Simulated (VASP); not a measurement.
SiO2, 24 atoms in the cell. It takes space group P2_13 (No. 198, cubic). Conventional cell: a = 7.160 Å, b = 7.160 Å, c = 7.160 Å, α = 90.00°, β = 90.00°, γ = 90.00°. Si (site symmetry 3) has 4 O at 1.60 to 1.61 Å within 2.1 Å. Within 2.1 Å of Si (site symmetry 3) lie 4 O at 1.60 to 1.61 Å. O (site symmetry 3) has 2 Si at 1.60 Å within 2.1 Å. Within 2.1 Å of O (site symmetry 1) lie 2 Si at 1.61 Å. 

* Program: VASP 6.6.1
* Task: single point
* Functional: r2SCAN
* Potentials or basis: VASP PAW PBE potentials, release 64 (Si, O)
* Cutoff: 520 eV
* k mesh: 4 × 4 × 4
* Occupations: fermi-dirac, width 0.01 eV
* Spin: no spin polarisation
* Dipole correction: no
* Further INCAR settings: LREAL = Auto; ALGO = Normal; EDIFF = 1e-06; NBANDS = 82

Potentials or basis: VASP PAW PBE potentials, release 64 (Si, O).

Command:

```bash
$ cat potpaw_PBE.64/Si/POTCAR potpaw_PBE.64/O/POTCAR > POTCAR
$ cp INCAR.step1 INCAR
$ mpirun -np 1 vasp_std > vasp.out
$ cp INCAR.step2 INCAR
$ mpirun -np 1 vasp_std > vasp.out
```

Hardware: 1 thread of Intel(R) Xeon(R) Platinum 8488C (Sapphire Rapids), on a shared host.

Question: Estimate the wall time of this run.

Answer: Run time: 27 min on 1 thread of Intel(R) Xeon(R) Platinum 8488C (Sapphire Rapids) (shared host), peak memory 0.53 GiB. Counts: k points 11.
